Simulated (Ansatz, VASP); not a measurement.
## One calculation of AlP, two programs

Contents of INCAR:

```
SYSTEM = AlP
  PREC = Accurate
  ENCUT = 500
  EDIFF = 1E-7
  ISMEAR = 0
  SIGMA = 0.1
  LREAL = .False.
  LASPH = .True.
  NELM = 120
  ALGO = Normal
  ISIF = 3
  LWAVE = .False.
  LCHARG = .False.
  GGA = PE
  IBRION = 2
  NSW = 80
  EDIFFG = -0.05
  GGA_COMPAT = .False.
  NELMIN = 4
```

Contents of KPOINTS:

```
Automatic mesh
0
Gamma
  8 8 8
  0 0 0
```

File POSCAR:

```
AlP
1.0
    0.0000000000      2.4599111254      2.4599111254
    2.4599111254      0.0000000000      2.4599111254
    2.4599111254      2.4599111254      0.0000000000
Al P
1 1
Direct
    0.0000000000      0.0000000000      0.0000000000
    0.7500000000      0.7500000000      0.7500000000
```

Input for Ansatz:

```yaml
crystal:
  lattice:
    - [0.0, 2.4599111254, 2.4599111254]
    - [2.4599111254, 0.0, 2.4599111254]
    - [2.4599111254, 2.4599111254, 0.0]
  atoms:
    - { symbol: Al, position: [0.0, 0.0, 0.0] }
    - { symbol: P, position: [0.75, 0.75, 0.75] }
basis:
  ecutwfc: 420
kpoints:
  mp_grid: { grid: [8, 8, 8] }
hamiltonian:
  xc: pbe
scf:
  occupations: { method: gaussian, width: 0.1 }
output:
  forces: true
  stress: true
  eigenvalues: true
relax:
  adjacent_minimum: "off"
  f_tol: 0.05
  max_steps: 60
  cell: { stress_tol: 0.5 }
```

Alike in both runs: task relaxation of cell and atoms; functional PBE; k mesh 8 × 8 × 8; occupations gaussian, width 0.1 eV; no spin polarisation.

|  | VASP | Ansatz |
| --- | --- | --- |
| version | VASP 6.6.1 | Ansatz 0.2.0 |
| potentials or method | VASP PAW PBE potentials, release 64 (Al, P), cutoff 500 eV | scalar-relativistic, plane waves, PAW |
| valence electrons in the cell | 8 | 8 |

VASP gave:

- gap on the k mesh at the Fermi level, each at its own relaxed structure (eV): 1.63
- relaxed volume (Å³/atom): 20.94
- relaxed cell length with the largest relative difference (Å): 3.898

Problem. What did Ansatz give for the same quantities?

Solution. gap on the k mesh at the Fermi level, each at its own relaxed structure (eV): 1.63; relaxed volume (Å³/atom): 20.88; relaxed cell length with the largest relative difference (Å): 3.894.

Noted on VASP's run: the volume moved by over 15 % at a fixed basis, so the end points are rough.
